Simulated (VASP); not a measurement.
Set up this calculation in VASP 6.6.1, as the native input.

```yaml
Task: single point
Functional: PBEsol
Potentials_or_basis: VASP PAW PBE potentials, release 64 (Y_sv, Te)
Cutoff: 520 eV
k_mesh: 10 × 10 × 10
Occupations: gaussian, width 0.01 eV
Spin: no spin polarisation
Dipole_correction: no
Further_INCAR_settings: ALGO = Normal; EDIFF = 1e-07; NBANDS = 16
```

The structure of YTe lies in POSCAR:

```
YTe
1.0
    0.0000000000      3.0400000000      3.0400000000
    3.0400000000      0.0000000000      3.0400000000
    3.0400000000      3.0400000000      0.0000000000
Y Te
1 1
Direct
    0.5000000000      0.5000000000      0.5000000000
    0.0000000000      0.0000000000      0.0000000000
```

The input as run:

INCAR

```
SYSTEM = YTe
ALGO = Normal
EDIFF = 1E-7
ENCUT = 520
GGA = PS
ISIF = 2
ISMEAR = 0
LASPH = .TRUE.
LCHARG = .TRUE.
LELF = .TRUE.
LREAL = .FALSE.
LVHAR = .TRUE.
LWAVE = .FALSE.
NBANDS = 16
NELM = 60
PREC = Accurate
SIGMA = 0.01
```

KPOINTS

```
k-points
0
G
  10 10 10
  0 0 0
```

Potentials or basis: VASP PAW PBE potentials, release 64 (Y_sv, Te).

Launch:

```sh
$ cat potpaw_PBE.64/Y_sv/POTCAR potpaw_PBE.64/Te/POTCAR > POTCAR
$ mpirun -np 1 vasp_std > vasp.out
```

It gave:

* Pressure: 0.0 GPa

Caveat: the PAW data sets were made with another functional, which shifts forces and pressure a little.

It took 60 s on 1 thread of Intel Xeon 6975P-C, with other jobs on the host, peak memory 0.22 GiB.
